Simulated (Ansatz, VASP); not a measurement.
One calculation of Cu, two programs

```
Cu
1.0
    -1.44235    1.44235    1.44235
     1.44235   -1.44235    1.44235
     1.44235    1.44235   -1.44235
Cu
1
Direct
  0.00000 0.00000 0.00000
```

Alike in both runs: functional PBE; k mesh 15 × 15 × 15; occupations fermi-dirac, width 0.1 eV; no spin polarisation.

Ansatz relaxed the structure, and its values are those at the end. VASP's run is a single point on that final structure, the one shown.

|  | VASP | Ansatz |
| --- | --- | --- |
| version | VASP 6.6.1 | Ansatz 0.2.0 |
| potentials or method | VASP PAW PBE potentials, release 64 (Cu), cutoff 520 eV | plane waves (420 eV) with PAW, scalar-relativistic |
| valence electrons in the cell | 11 | 19 |

|  | VASP | Ansatz | Ansatz less VASP |
| --- | --- | --- | --- |
| pressure (GPa) | 0.6 | 0.0 | -0.60 |

VASP's potentials hold 11 valence electrons a cell and Ansatz's 19, so a difference there can come from the potentials and not from the codes.
